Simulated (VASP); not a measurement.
# TaAs (I4_1md) in VASP: further runs

TaAs is run at these levels: RPBE, LDA; tasks: single point.

Everything below comes from runs of VASP 6.6.1. Logs are shortened: lines on timing, memory, paths and dates and some standing lists are left out, and cuts for length are marked.

### 1 The cell of the first run

The structure is tetragonal, space group I4_1md (No. 109). Conventional cell: a = 3.480 Å, b = 3.480 Å, c = 11.807 Å, α = 90.00°, β = 90.00°, γ = 90.00°. Ta (site symmetry 2mm) has 6 As at 2.64 to 2.65 Å and 8 Ta at 3.43 to 3.48 Å within 3.5 Å. As (site symmetry 2mm) has 6 Ta at 2.64 to 2.65 Å and 8 As at 3.43 to 3.48 Å within 3.5 Å.

### 2 Single point, RPBE

The input, INCAR:

```
PREC = Accurate
ENCUT = 520
EDIFF = 1E-7
ISMEAR = -1
SIGMA = 0.05
LREAL = F
LASPH = T
NELM = 100
ALGO = Normal
ISIF = 2
LWAVE = F
LCHARG = F
GGA = RP
NBANDS = 24
```

The input, KPOINTS:

```
Automatic mesh
0
Gamma
  11 11 11
```

The input, POSCAR:

```
TaAs
1.0
   -1.7401302940      1.7401302940      5.9033442808
    1.7401302940     -1.7401302940      5.9033442808
    1.7401302940      1.7401302940     -5.9033442808
Ta As
2 2
Direct
    0.5001190771      0.5001190771      0.0000000000
    0.2501190771      0.7501190771      0.5000000000
    0.0824803429      0.0824803429      0.0000000000
    0.8324803429      0.3324803429      0.5000000000
```

Potentials or basis: VASP PAW PBE potentials, release 64 (Ta_pv, As).

The run is started by

```sh
cat potpaw_PBE.64/Ta_pv/POTCAR potpaw_PBE.64/As/POTCAR > POTCAR
mpirun -np 1 vasp_std > vasp.out
```

OUTCAR:

```text
PREC = Accurate
   ENCUT = 520
   EDIFF = 1E-7
   ISMEAR = -1
   LREAL = F
   LASPH = T
   NELM = 100
   ISIF = 2
   GGA = RP

 ion  position               nearest neighbor table
   1  0.500  0.500  0.000-   4 2.64   4 2.64   3 2.65   3 2.65   3 2.65   3 2.65   2 3.43   2 3.43
                             2 3.43   2 3.43
   2  0.250  0.750  0.500-   3 2.64   3 2.64   4 2.65   4 2.65   4 2.65   4 2.65   1 3.43   1 3.43
                             1 3.43   1 3.43
   3  0.082  0.082  0.000-   2 2.64   2 2.64   1 2.65   1 2.65   1 2.65   1 2.65
   4  0.832  0.332  0.500-   1 2.64   1 2.64   2 2.65   2 2.65   2 2.65   2 2.65

  LATTYP: Found a body centered tetragonal cell.
 ALAT       =     3.4802605880
 C/A-ratio  =     3.3924725644

  Lattice vectors:

 A1 = (  -1.7401302940,   1.7401302940,   5.9033442808)
 A2 = (   1.7401302940,  -1.7401302940,   5.9033442808)
 A3 = (   1.7401302940,   1.7401302940,  -5.9033442808)

Analysis of symmetry for initial positions (statically):
=====================================================================
 Subroutine PRICEL returns:
 Original cell was already a primitive cell.

 Routine SETGRP: Setting up the symmetry group for a
 body centered tetragonal supercell.

 Subroutine GETGRP returns: Found  8 space group operations
 (whereof  4 operations were pure point group operations)
 out of a pool of 16 trial point group operations.

The static configuration has the point symmetry C_2v.
 The point group associated with its full space group is C_4v.

Analysis of symmetry for dynamics (positions and initial velocities):
=====================================================================
 Subroutine PRICEL returns:
 Original cell was already a primitive cell.

 Routine SETGRP: Setting up the symmetry group for a
 body centered tetragonal supercell.

 Subroutine GETGRP returns: Found  8 space group operations
 (whereof  4 operations were pure point group operations)
 out of a pool of 16 trial point group operations.

The dynamic configuration has the point symmetry C_2v.
 The point group associated with its full space group is C_4v.

 Subroutine INISYM returns: Found  8 space group operations
 (whereof  4 operations are pure point group operations),
 and found     1 'primitive' translations

----------------------------------------------------------------------------------------

                                     Primitive cell

  volume of cell :      71.5026

  direct lattice vectors                    reciprocal lattice vectors
    -1.740130294  1.740130294  5.903344281     0.000000000  0.287334806  0.084697754
     1.740130294 -1.740130294  5.903344281     0.287334806  0.000000000  0.084697754
     1.740130294  1.740130294 -5.903344281     0.287334806  0.287334806  0.000000000

  length of vectors
     6.395747070  6.395747070  6.395747070     0.299558008  0.299558008  0.406352779

  position of ions in fractional coordinates (direct lattice)
     0.500119077  0.500119077  0.000000000
     0.250119077  0.750119077  0.500000000
     0.082480343  0.082480343  0.000000000
     0.832480343  0.332480343  0.500000000

  ion indices of the primitive-cell ions
   primitive index   ion index
                 1           1
                 2           2
                 3           3
                 4           4

----------------------------------------------------------------------------------------

 KPOINTS: Automatic mesh

Automatic generation of k-mesh.
 Grid dimensions read from file:
 generate k-points for:   11   11   11

 Generating k-lattice:

  Cartesian coordinates                     Fractional coordinates (reciprocal lattice)
     0.000000000  0.026121346  0.007699796     0.090909091  0.000000000  0.000000000
     0.026121346  0.000000000  0.007699796     0.000000000  0.090909091  0.000000000
     0.026121346  0.026121346  0.000000000     0.000000000  0.000000000  0.090909091

  Length of vectors
     0.027232546  0.027232546  0.036941162

  Shift w.r.t. Gamma in fractional coordinates (k-lattice)
     0.000000000  0.000000000  0.000000000

 Subroutine IBZKPT returns following result:
 ===========================================

 Found    126 irreducible k-points:

 Following reciprocal coordinates:
            Coordinates               Weight
  0.000000  0.000000  0.000000      1.000000
  0.090909 -0.000000  0.000000      8.000000
  0.181818 -0.000000  0.000000      8.000000
  0.272727  0.000000  0.000000      8.000000
  0.363636  0.000000 -0.000000      8.000000
  0.454545  0.000000  0.000000      8.000000
[... 16 lines left out ...]
 -0.272727  0.181818  0.000000     16.000000
 -0.181818  0.181818  0.000000      4.000000
 [... further k-points ...]
   k-points           NKPTS =    126   k-points in BZ     NKDIM =    126   number of bands    NBANDS=     24
   number of dos      NEDOS =    301   number of ions     NIONS =      4
   total plane-waves  NPLWV = 110592
   dimension x,y,z NGX =    48 NGY =   48 NGZ =   48
   dimension x,y,z NGXF=    96 NGYF=   96 NGZF=   96
   ions per type =               2   2
   NGX,Y,Z   is equivalent  to a cutoff of  12.48, 12.48, 12.48 a.u.
   NGXF,Y,Z  is equivalent  to a cutoff of  24.95, 24.95, 24.95 a.u.
 SYSTEM =  unknown system
   PREC   = accura    normal or accurate (medium, high low for compatibility)
   ISTART =      0    job   : 0-new  1-cont  2-samecut
   ICHARG =      2    charge: 1-file 2-atom 10-const
   ISPIN  =      1    spin polarized calculation?
   LNONCOLLINEAR =      F non collinear calculations
   LSORBIT =      F    spin-orbit coupling
   LASPH  =      T    aspherical Exc in radial PAW
   ENCUT  =  520.0 eV  38.22 Ry    6.18 a.u.  11.89 11.89 11.89*2*pi/ulx,y,z
   NELM   =    100;   NELMIN=  2; NELMDL= -5     # of ELM steps
   EDIFF  = 0.1E-06   stopping-criterion for ELM
   LREAL  =      F    real-space projection
   EDIFFG = 0.1E-05   stopping-criterion for IOM
   NSW    =      0    number of steps for IOM
   IBRION =     -1    ionic relax: 0-MD 1-quasi-New 2-CG
   NFREE  =      0    steps in history (QN), initial steepest desc. (CG)
   ISIF   =      2    stress and relaxation
   ISYM   =      2    0-nonsym 1-usesym 2-fastsym
   POTIM  = 0.5000    time-step for ionic-motion
   TEBEG  =    0.0;   TEEND  =   0.0 temperature during run
   PSTRESS=    0.0 pullay stress
   NELECT =      32.0000    total number of electrons
   NUPDOWN=      -1.0000    fix difference up-down
   EMIN   =  10.00;   EMAX   =-10.00  energy-range for DOS
   EFERMI =   0.00;   METHOD = LEGACY
   ISMEAR =    -1;   SIGMA  =   0.05  broadening in eV -4-tet -1-fermi 0-gaus
   EFERMI_NEDOS =   21; number of points for ismear=-14 and -15
   IALGO  =     38    algorithm
   IMIX   =      4    mixing-type and parameters
     AMIX     =   0.40;   BMIX     =  1.00
     AMIX_MAG =   1.60;   BMIX_MAG =  1.00
  volume/ion in A,a.u.               =      17.88       120.63
  Fermi-wavevector in a.u.,A,eV,Ry     =   1.252230  2.366373 21.335040  1.568081
  Thomas-Fermi vector in A             =   2.386141
   LORBIT       =      0    0 simple, 1 ext, 2 COOP (PROOUT), +10 PAW based schemes
   GGA     = RP    functional components
   LHFCALC =     F    Hartree Fock is set to
   AEXX    =    0.0000 exact exchange contribution
   IVDW    =     0    specifies the selected vdW correction
   LEPSILON=     F    determine dielectric tensor
   LRPA    =     F    only Hartree local field effects (RPA)
 non-spin polarized calculation
  energy-cutoff  :      520.00
  volume of cell :       71.50
 maximum number of plane-waves:      1958
   NGX = 23   NGY = 23   NGZ = 23

 number of electron      32.0000001 magnetization

 Free energy of the ion-electron system (eV)
  ---------------------------------------------------
  ext. energy  EPLUGINS =         0.00000000
  ---------------------------------------------------
  free energy    TOTEN  =       -33.27836650 eV

  energy without entropy =      -33.27354706  energy(sigma->0) =      -33.27595678

 E-fermi :   6.8138     XC(G=0): -11.7326

 val. band max:        6.7651328382   @ k =  -0.0909  -0.4545   0.0909
 cond. band min:       6.8359995901   @ k =  -0.1818  -0.4545   0.1818
 fundamental gap:      0.0708667519
 Fermi energy:         6.8137864970

 k-point     1 :       0.0000    0.0000    0.0000
  band No.  band energies     occupation
      1     -28.2571      2.00000
      2     -28.2346      2.00000
      3     -28.2346      2.00000
      4     -28.0964      2.00000
      5     -28.0964      2.00000
      6     -28.0445      2.00000
[... 16 lines left out ...]
     23      10.7672      0.00000
     24      10.7678      0.00000

 k-point     2 :       0.0909   -0.0000    0.0000
  band No.  band energies     occupation
      1     -28.2572      2.00000
      2     -28.2415      2.00000
      3     -28.2335      2.00000
      4     -28.1071      2.00000
      5     -28.0952      2.00000
      6     -28.0457      2.00000
[... 16 lines left out ...]
     23      10.4460      0.00000
     24      11.1373      0.00000

 k-point     3 :       0.1818   -0.0000    0.0000
  band No.  band energies     occupation
      1     -28.2816      2.00000
      2     -28.2359      2.00000
      3     -28.2308      2.00000
      4     -28.1346      2.00000
      5     -28.0918      2.00000
      6     -28.0503      2.00000
[... 16 lines left out ...]
     23      10.8989      0.00000
     24      11.9651      0.00000

 k-point     4 :       0.2727    0.0000    0.0000
  band No.  band energies     occupation
      1     -28.3209      2.00000
      2     -28.2272      2.00000
      3     -28.2217      2.00000
      4     -28.1669      2.00000
      5     -28.0875      2.00000
      6     -28.0588      2.00000
[... 16 lines left out ...]
     23      11.1844      0.00000
     24      12.7770      0.00000

 k-point     5 :       0.3636    0.0000   -0.0000
  band No.  band energies     occupation
      1     -28.3573      2.00000
      2     -28.2238      2.00000
      3     -28.2209      2.00000
      4     -28.1806      2.00000
      5     -28.0835      2.00000
      6     -28.0696      2.00000
[... 451 lines left out ...]
 k-point    22 :      -0.3636    0.1818    0.0000
  band No.  band energies     occupation
      1     -28.3510      2.00000
      2     -28.2669      2.00000
      3     -28.2116      2.00000
      4     -28.1783      2.00000
      5     -28.1203      2.00000
      6     -28.0622      2.00000
[... 16 lines left out ...]
     23      11.0798      0.00000
     24      12.8863      0.00000

 k-point    23 :      -0.2727    0.1818    0.0000
  band No.  band energies     occupation
      1     -28.3152      2.00000
      2     -28.2712      2.00000
      3     -28.2121      2.00000
      4     -28.1636      2.00000
      5     -28.1246      2.00000
      6     -28.0530      2.00000
[... 16 lines left out ...]
     23      11.0532      0.00000
     24      12.4841      0.00000

 k-point    24 :      -0.1818    0.1818    0.0000
  band No.  band energies     occupation
      1     -28.2780      2.00000
      2     -28.2742      2.00000
      3     -28.2237      2.00000
      4     -28.1340      2.00000
      5     -28.1261      2.00000
      6     -28.0478      2.00000
[... 16 lines left out ...]
     23      10.6824      0.00000
     24      12.0417      0.00000

 [... further k-points ...]
[... 5 lines left out ...]
  --------------------------------------------------------------------------------------
  -------------------------------------------------------------------------------------
  Total        0.1629458      0.1629458      0.1353639      0.0000000      0.0000000      0.0000000
  in kB        3.6511715      3.6511715      3.0331353      0.0000000      0.0000000      0.0000000
  external PRESSURE =       3.4451594 kB  Pullay stress =       0.0000000 kB

 VOLUME and BASIS-vectors are now :
 -----------------------------------------------------------------------------
  energy-cutoff  :      520.00
  volume of cell :       71.50
      direct lattice vectors                 reciprocal lattice vectors
    -1.740130294  1.740130294  5.903344281     0.000000000  0.287334806  0.084697754
     1.740130294 -1.740130294  5.903344281     0.287334806  0.000000000  0.084697754
     1.740130294  1.740130294 -5.903344281     0.287334806  0.287334806  0.000000000

 POSITION                                       TOTAL-FORCE (eV/Angst)
 -----------------------------------------------------------------------------------
      0.00000      0.00000      5.90475        -0.000000      0.000000      0.004273
      1.74013      0.00000      2.95308         0.000000     -0.000000      0.004273
      0.00000      0.00000      0.97382         0.000000      0.000000     -0.004273
      0.00000      1.74013      3.92549         0.000000      0.000000     -0.004273
 -----------------------------------------------------------------------------------
    total drift:                                0.000000      0.000000     -0.001245

  FREE ENERGIE OF THE ION-ELECTRON SYSTEM (eV)
  ---------------------------------------------------
  free  energy   TOTEN  =       -33.2783665009 eV

  energy  without entropy=      -33.2735470580  energy(sigma->0) =      -33.27595678
```

It took 12 min on 1 thread of Intel Xeon 8259CL, shared host; peak memory 0.45 GiB.

Results:

| Item | Value |
| --- | --- |
| Free energy | -33.2784 eV |
| Pressure | 0.3 GPa |
| Largest force | 0.004 eV/Å |
| Band gap on the k mesh | zero (filled and empty bands touch) |

Forces on the atoms (eV/Å):
```
Ta   0.000  0.000  0.004
Ta   0.000  0.000  0.004
As   0.000  0.000 -0.004
As   0.000  0.000 -0.004
```

Caveat: the PAW data sets were made with another functional, which shifts forces and pressure a little; spin-orbit coupling is left out, which moves the levels of the heavy elements.

### 3 Single point, LDA

This run uses another cell than the first one, of 16.68 Å³/atom.

The input, INCAR:

```
  PREC = Accurate
  ENCUT = 520
  EDIFF = 1E-7
  ISMEAR = -1
  SIGMA = 0.05
  LREAL = False
  LASPH = True
  NELM = 100
  ALGO = Normal
  ISIF = 2
  LWAVE = False
  LCHARG = False
  GGA = CA
  NBANDS = 24
```

The input, KPOINTS:

```
regular mesh
0
Gamma
  11 11 11
```

The input, POSCAR:

```
TaAs
1.0
   -1.7025350560      1.7025350560      5.7558198844
    1.7025350560     -1.7025350560      5.7558198844
    1.7025350560      1.7025350560     -5.7558198844
Ta As
2 2
Direct
    0.5003070270      0.5003070270      0.0000000000
    0.2503070270      0.7503070270      0.5000000000
    0.0822923930      0.0822923930      0.0000000000
    0.8322923930      0.3322923930      0.5000000000
```

Potentials or basis: VASP PAW LDA potentials, release 64 (Ta_pv, As).

The run is started by

```sh
cat potpaw_LDA.64/Ta_pv/POTCAR potpaw_LDA.64/As/POTCAR > POTCAR
mpirun -np 1 vasp_std > vasp.out
```

It took 10 min on 1 thread of Intel Xeon 8259CL, shared host; peak memory 0.39 GiB.

The run converged. Its results:

```yaml
Free_energy: -38.9521 eV
Pressure: 1.2 GPa
Largest_force: 0.008 eV/Å
Band_gap_on_the_k_mesh: zero (bands 16 and 17 overlap by 0.02 eV)
```

Forces in eV/Å, atoms in the order of the input:
```
Ta   0.000  0.000  0.008
Ta   0.000  0.000  0.008
As   0.000  0.000 -0.008
As   0.000  0.000 -0.008
```

Stress tensor (GPa, compression positive):
```
1.23 0.00 0.00
0.00 1.23 0.00
0.00 0.00 1.02
```

Levels at points of the mesh, in eV from the Fermi level:
```tsv
k point	band 14	band 15	band 16	band 17	band 18	band 19
(0.00, 0.00, 0.00)	-2.01	-1.64	-1.64	0.92	1.64	2.50
```

Caveat: spin-orbit coupling is left out, which moves the levels of the heavy elements.

The gap in the log of VASP goes by the Fermi energy; the results here count the filled bands.